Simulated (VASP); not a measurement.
Input of a VASP 6.6.1 run:

INCAR

```
SYSTEM = EuO
ALGO = Normal ; EDIFF = 1E-6
ENCUT = 600 ; GGA = CA
GGA_COMPAT = .False. ; ISIF = 2
ISMEAR = 0 ; LASPH = .True.
LCHARG = .False. ; LDAU = .True.
LDAUJ = 0 0 ; LDAUL = 3 -1
LDAUPRINT = 1 ; LDAUTYPE = 2
LDAUU = 6 0 ; LMAXMIX = 6
LORBIT = 11 ; LORBMOM = .True.
LREAL = .False. ; LSORBIT = .True.
LWAVE = .False. ; MAGMOM = 0 0 7.42 0 0 0
NBANDS = 35 ; NELM = 200
PREC = Accurate ; SIGMA = 0.05
```

File KPOINTS:

```
k-points
0
Gamma
  10 10 10
  0 0 0
```

POSCAR

```
EuO
1.0
    0.0000000000      2.5719519658      2.5719519658
    2.5719519658      0.0000000000      2.5719519658
    2.5719519658      2.5719519658      0.0000000000
Eu O
1 1
Direct
    0.5000000000      0.5000000000      0.5000000000
    0.0000000000      0.0000000000      0.0000000000
```

Potentials or basis: VASP PAW PBE potentials, release 64 (Eu, O).

Command:

```sh
$ cat potpaw_PBE.64/Eu/POTCAR potpaw_PBE.64/O/POTCAR > POTCAR
$ mpirun -np 1 vasp_ncl > vasp.out
```

(1) Estimate the pressure.

(2) Estimate the net moment.

Results:

(1) -7.4 GPa.

(2) 6.96 μB per cell.

Caveat: the cell stands under tension; the PAW data sets were made with another functional, which shifts forces and pressure a little; a cell with one magnetic atom can't hold antiferromagnetic order, which such compounds often take.
